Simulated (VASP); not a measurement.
# GaAs (F-43m) in VASP: notebook

The runs below take GaAs through vibrations by perturbation theory, elastic constants, with PBE.

All numbers are computed with VASP 6.6.1; they aren't measurements. Logs are shortened: lines on timing, memory, paths and dates and some standing lists are left out, and cuts for length are marked.

## Step 1: The cell of the first run

The structure is cubic, space group F-43m (No. 216). Conventional cell: a = 5.715 Å, b = 5.715 Å, c = 5.715 Å, α = 90.00°, β = 90.00°, γ = 90.00°. Ga (site symmetry -43m) has 4 As at 2.47 Å within 3.3 Å. As (site symmetry -43m) has 4 Ga at 2.47 Å within 3.3 Å.

## Step 2: Vibrations by perturbation theory, PBE

INCAR reads:

```
  PREC = Accurate
  ENCUT = 510
  EDIFF = 1E-8
  ISMEAR = 0
  SIGMA = 0.01
  LREAL = False
  LASPH = True
  NELM = 120
  ALGO = Normal
  ISIF = 2
  LWAVE = False
  LCHARG = True
  GGA = PE
  IBRION = 8
  NSW = 1
  LEPSILON = True
  GGA_COMPAT = False
```

KPOINTS reads:

```
regular mesh
0
Gamma
  12 12 12
```

POSCAR reads:

```
GaAs
1.0
    0.0000000000      2.8575703907      2.8575703907
    2.8575703907      0.0000000000      2.8575703907
    2.8575703907      2.8575703907      0.0000000000
Ga As
1 1
Direct
    0.0000000000      0.0000000000      0.0000000000
    0.7500000000      0.7500000000      0.7500000000
```

Potentials or basis: VASP PAW PBE potentials, release 64 (Ga_d, As_d).

Run with:

```
> cat potpaw_PBE.64/Ga_d/POTCAR potpaw_PBE.64/As_d/POTCAR > POTCAR
> mpirun -np 1 vasp_std > vasp.out
```

OUTCAR:

```text
PREC = Accurate
   ENCUT = 510
   EDIFF = 1E-8
   ISMEAR = 0
   LREAL = False
   LASPH = True
   NELM = 120
   ISIF = 2
   GGA = PE
   IBRION = 8
   NSW = 1
   LEPSILON = True

 ion  position               nearest neighbor table
   1  0.000  0.000  0.000-   2 2.47   2 2.47   2 2.47   2 2.47
   2  0.750  0.750  0.750-   1 2.47   1 2.47   1 2.47   1 2.47

  LATTYP: Found a face centered cubic cell.
 ALAT       =     5.7151407814

  Lattice vectors:

 A1 = (   0.0000000000,   2.8575703907,   2.8575703907)
 A2 = (   2.8575703907,   0.0000000000,   2.8575703907)
 A3 = (   2.8575703907,   2.8575703907,   0.0000000000)

Analysis of symmetry for initial positions (statically):
=====================================================================
 Subroutine PRICEL returns:
 Original cell was already a primitive cell.

 Routine SETGRP: Setting up the symmetry group for a
 face centered cubic supercell.

 Subroutine GETGRP returns: Found 24 space group operations
 (whereof 24 operations were pure point group operations)
 out of a pool of 48 trial point group operations.

The static configuration has the point symmetry T_d .

Analysis of symmetry for dynamics (positions and initial velocities):
=====================================================================
 Subroutine PRICEL returns:
 Original cell was already a primitive cell.

 Routine SETGRP: Setting up the symmetry group for a
 face centered cubic supercell.

 Subroutine GETGRP returns: Found 24 space group operations
 (whereof 24 operations were pure point group operations)
 out of a pool of 48 trial point group operations.

The dynamic configuration has the point symmetry T_d .

 Subroutine INISYM returns: Found 24 space group operations
 (whereof 24 operations are pure point group operations),
 and found     1 'primitive' translations

----------------------------------------------------------------------------------------

                                     Primitive cell

  volume of cell :      46.6682

  direct lattice vectors                    reciprocal lattice vectors
     0.000000000  2.857570391  2.857570391    -0.174973817  0.174973817  0.174973817
     2.857570391  0.000000000  2.857570391     0.174973817 -0.174973817  0.174973817
     2.857570391  2.857570391  0.000000000     0.174973817  0.174973817 -0.174973817

  length of vectors
     4.041214802  4.041214802  4.041214802     0.303063542  0.303063542  0.303063542

  position of ions in fractional coordinates (direct lattice)
     0.000000000  0.000000000  0.000000000
     0.750000000  0.750000000  0.750000000

  ion indices of the primitive-cell ions
   primitive index   ion index
                 1           1
                 2           2

----------------------------------------------------------------------------------------

 KPOINTS: regular mesh

Automatic generation of k-mesh.
 Grid dimensions read from file:
 generate k-points for:   12   12   12

 Generating k-lattice:

  Cartesian coordinates                     Fractional coordinates (reciprocal lattice)
    -0.014581151  0.014581151  0.014581151     0.083333333  0.000000000  0.000000000
     0.014581151 -0.014581151  0.014581151     0.000000000  0.083333333  0.000000000
     0.014581151  0.014581151 -0.014581151     0.000000000  0.000000000  0.083333333

  Length of vectors
     0.025255295  0.025255295  0.025255295

  Shift w.r.t. Gamma in fractional coordinates (k-lattice)
     0.000000000  0.000000000  0.000000000

 Subroutine IBZKPT returns following result:
 ===========================================

 Found     72 irreducible k-points:

 Following reciprocal coordinates:
            Coordinates               Weight
  0.000000  0.000000  0.000000      1.000000
  0.083333  0.000000  0.000000      8.000000
[... 609 lines left out ...]
      direct lattice vectors                 reciprocal lattice vectors
     0.000000000  2.857570391  2.857570391    -0.174973817  0.174973817  0.174973817
     2.857570391  0.000000000  2.857570391     0.174973817 -0.174973817  0.174973817
     2.857570391  2.857570391  0.000000000     0.174973817  0.174973817 -0.174973817

 POSITION                                       TOTAL-FORCE (eV/Angst)
 -----------------------------------------------------------------------------------
      0.00000      0.00000      0.00000         0.000000     -0.000000      0.000000
      4.28636      4.28636      4.28636        -0.000000      0.000000     -0.000000
 -----------------------------------------------------------------------------------
    total drift:                               -0.000000     -0.000000     -0.000000

  FREE ENERGIE OF THE ION-ELECTRON SYSTEM (eV)
  ---------------------------------------------------
  free  energy   TOTEN  =        -8.2864361693 eV

  energy  without entropy=       -8.2864361693  energy(sigma->0) =       -8.28643617

 HEAD OF MICROSCOPIC STATIC DIELECTRIC TENSOR (INDEPENDENT PARTICLE, excluding Hartree and local field effects)
 ------------------------------------------------------
          41.168704    -0.000000     0.000000
           0.000000    41.168704    -0.000000
          -0.000000     0.000000    41.168704
 ------------------------------------------------------

 Free energy of the ion-electron system (eV)
  ---------------------------------------------------
  ---------------------------------------------------
  free energy    TOTEN  =        -5.31309911 eV

  energy without entropy =       -5.31309911

------------------------ aborting loop because EDIFF is reached ----------------------------------------

--------------------------------------- Ionic step        2  -------------------------------------------

------------------------ aborting loop because EDIFF is reached ----------------------------------------

--------------------------------------- Ionic step        3  -------------------------------------------

------------------------ aborting loop because EDIFF is reached ----------------------------------------

 PIEZOELECTRIC TENSOR FIELD DIRECTION 3  (e Angst)
 -----------------------------------------------------------------------------
    -0.00093  3.54693  0.00000           (  0.00000  0.00551  0.00000)
     3.54693 -0.00093  0.00000           (  0.00551  0.00000  0.00000)
     0.00000  0.00000 -0.00053           (  0.00000  0.00000 -0.00000)

 PIEZOELECTRIC TENSOR FIELD DIRECTION 3  (C/m^2)
 -----------------------------------------------------------------------------
    -0.00032  1.21770  0.00000
     1.21770 -0.00032  0.00000
     0.00000  0.00000 -0.00018

--------------------------------------- Ionic step        4  -------------------------------------------

------------------------ aborting loop because EDIFF is reached ----------------------------------------

[... ionic steps 5 to 6 ...]

--------------------------------------- Ionic step        7  -------------------------------------------

 Free energy of the ion-electron system (eV)
  ---------------------------------------------------
  ---------------------------------------------------
  free energy    TOTEN  =        -0.11731451 eV

  energy without entropy =       -0.11731451

------------------------ aborting loop because EDIFF is reached ----------------------------------------

 INTERNAL STRAIN TENSOR  FOR ION    2  DIRECTION 1   (eV/Angst):
 -----------------------------------------------------------------------------
    -0.00462  0.00000  0.00000
     0.00000  0.00394  5.83032
     0.00000  5.83032  0.00394

 MACROSCOPIC STATIC DIELECTRIC TENSOR (including local field effects in DFT)
 ------------------------------------------------------
          40.742953    -0.000000     0.000000
           0.000000    40.742953     0.000000
          -0.000000    -0.000000    40.742953
 ------------------------------------------------------

 PIEZOELECTRIC TENSOR (including local field effects)  for field in x, y, z        (e  Angst)
          XX          YY          ZZ          XY          YZ          ZX
  --------------------------------------------------------------------------------
  x    -0.00000    -0.00000    -0.00000    -0.00000     3.55364    -0.00000
  y     0.00000     0.00000     0.00000     0.00000    -0.00000     3.55364
  z     0.00000    -0.00000    -0.00000     3.55364     0.00000    -0.00000

 PIEZOELECTRIC TENSOR (including local field effects)  for field in x, y, z        (C/m^2)
          XX          YY          ZZ          XY          YZ          ZX
  --------------------------------------------------------------------------------
  x    -0.00000    -0.00000    -0.00000    -0.00000     1.22001    -0.00000
  y     0.00000     0.00000     0.00000     0.00000    -0.00000     1.22001
  z     0.00000    -0.00000    -0.00000     1.22001     0.00000    -0.00000

 BORN EFFECTIVE CHARGES (including local field effects) (in |e|, cummulative output)
 ---------------------------------------------------------------------------------
 ion    1
    1     2.27872     0.00000    -0.00000
    2     0.00000     2.27872     0.00000
    3     0.00000    -0.00000     2.27872
 ion    2
    1    -2.27872    -0.00000     0.00000
    2    -0.00000    -2.27872    -0.00000
    3     0.00000     0.00000    -2.27872

 INTERNAL STRAIN TENSOR FOR ION    2 for displacements in x,y,z  (eV/Angst):
          X           Y           Z          XY          YZ          ZX
  --------------------------------------------------------------------------------
  x     0.00000     0.00000     0.00000     0.00000     5.83032     0.00000
  y     0.00000     0.00000     0.00000     0.00000     0.00000     5.83032
  z     0.00000     0.00000     0.00000     5.83032     0.00000     0.00000

 SECOND DERIVATIVES (NOT SYMMETRIZED)
 ------------------------------------
               1X          1Y          1Z          2X          2Y          2Z
  1X    -8.730508    0.000000    0.000000    8.730508    0.000000    0.000000
  1Y     0.000000   -8.730508    0.000000    0.000000    8.730508    0.000000
  1Z     0.000000    0.000000   -8.730508    0.000000    0.000000    8.730508
  2X     8.747697    0.000000    0.000000   -8.747697    0.000000    0.000000
  2Y     0.000000    8.747697    0.000000    0.000000   -8.747697    0.000000
  2Z     0.000000    0.000000    8.747697    0.000000    0.000000   -8.747697

 Eigenvectors and eigenvalues of the dynamical matrix
 ----------------------------------------------------

   1 f  =    7.690163 THz    48.318716 2PiTHz  256.516211 cm-1    31.803942 meV
             X         Y         Z           dx          dy          dz
      0.000000  0.000000  0.000000    -0.719361   -0.000000    0.000000
      4.286356  4.286356  4.286356     0.694636    0.000000    0.000000
[... 21 lines left out ...]
   6 f/i=    0.003779 THz     0.023745 2PiTHz    0.126057 cm-1     0.015629 meV
             X         Y         Z           dx          dy          dz
      0.000000  0.000000  0.000000    -0.026354   -0.329119   -0.611151
      4.286356  4.286356  4.286356    -0.027292   -0.340834   -0.632905

--------------------------------------------------------------------------------------------------------

 MACROSCOPIC STATIC DIELECTRIC TENSOR IONIC CONTRIBUTION
 ------------------------------------------------------
           2.303874     0.000000    -0.000000
           0.000000     2.303874    -0.000000
          -0.000000    -0.000000     2.303874
 ------------------------------------------------------

 ELASTIC MODULI CONTR FROM IONIC RELAXATION (kBar)
 Direction    XX          YY          ZZ          XY          YZ          ZX
 --------------------------------------------------------------------------------
 XX          -0.0000      0.0000      0.0000      0.0000      0.0000      0.0000
 YY           0.0000     -0.0000      0.0000      0.0000      0.0000     -0.0000
 ZZ           0.0000      0.0000     -0.0000      0.0000      0.0000      0.0000
 XY           0.0000      0.0000      0.0000   -131.7185      0.0000      0.0000
 YZ           0.0000      0.0000      0.0000      0.0000   -131.7185      0.0000
 ZX           0.0000     -0.0000      0.0000      0.0000      0.0000   -131.7185
 --------------------------------------------------------------------------------

 PIEZOELECTRIC TENSOR IONIC CONTR  for field in x, y, z        (C/m^2)
          XX          YY          ZZ          XY          YZ          ZX
  --------------------------------------------------------------------------------
  x     0.00000    -0.00000    -0.00000     0.00000    -0.51835    -0.00000
  y     0.00000    -0.00000     0.00000    -0.00000    -0.00000    -0.51835
  z     0.00000     0.00000     0.00000    -0.51835     0.00000     0.00000
```

It took 22 min on 1 thread of Intel Xeon 6975P-C (Granite Rapids), shared host; peak memory 0.61 GiB.

Results:

| Item | Value |
| --- | --- |
| Electronic dielectric tensor (diagonal) | 40.74 |
| Born charges (mean of the diagonal) | Ga +2.28; As -2.28 e |
| Highest phonon frequency at Γ, LO-TO splitting left out | 257 cm⁻¹ |

Phonon frequencies in cm⁻¹ (negative: imaginary):
```
              q point        frequencies
(0.000, 0.000, 0.000)  0 0 0 257 257 257
```

Electronic dielectric tensor:
```
40.74  0.00  0.00
 0.00 40.74  0.00
 0.00  0.00 40.74
```

Born effective charge tensors (e):
atom 1, Ga
```
2.28 0.00 0.00
0.00 2.28 0.00
0.00 0.00 2.28
```
atom 2, As
```
-2.28  0.00  0.00
 0.00 -2.28  0.00
 0.00  0.00 -2.28
```

Caveat: the cell stands under pressure or tension, which shifts response properties.

(Part 1 of 2 ends here.)
